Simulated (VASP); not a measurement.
Here is a VASP 6.6.1 calculation.

Contents of INCAR:

```
SYSTEM = LiTmH4
PREC = Accurate
ENCUT = 750
EDIFF = 1E-6
ISMEAR = 0
SIGMA = 0.1
LREAL = .FALSE.
LASPH = .TRUE.
NELM = 200
ALGO = Normal
ISIF = 2
LWAVE = .FALSE.
LCHARG = .FALSE.
GGA = PE
NBANDS = 17
GGA_COMPAT = .FALSE.
LMAXMIX = 6
```

Contents of KPOINTS:

```
Automatic mesh
0
G
  6 6 4
  0 0 0
```

Contents of POSCAR:

```
LiTmH4
1.0
    3.5325900358      0.0000000000      0.0000000000
    0.0000000000      3.5325900358      0.0000000000
    0.0000000000      0.0000000000      4.9703349213
Li Tm H
1 1 4
Direct
    0.0000000000      0.0000000000      0.0000000000
    0.5000000000      0.5000000000      0.5000000000
    0.5000000000      0.0000000000      0.7483274646
    0.0000000000      0.5000000000      0.2516725354
    0.5000000000      0.0000000000      0.2516725354
    0.0000000000      0.5000000000      0.7483274646
```

Potentials or basis: VASP PAW PBE potentials, release 64 (Li_sv, Tm_3, H), 4f in core.

The run is started by

```sh
$ cat potpaw_PBE.64/Li_sv/POTCAR potpaw_PBE.64/Tm_3/POTCAR potpaw_PBE.64/H/POTCAR > POTCAR
$ mpirun -np 1 vasp_std > vasp.out
```

(1) What does it give for the band gap on the k mesh?

(2) What does it give for the pressure?

Results:

(1) zero (bands 8 and 9 overlap by 1.00 eV).

(2) 0.9 GPa.

Caveat: spin-orbit coupling is left out, which moves the levels of the heavy elements; the 4f electrons are frozen in the core, so they carry no moment and show no levels.
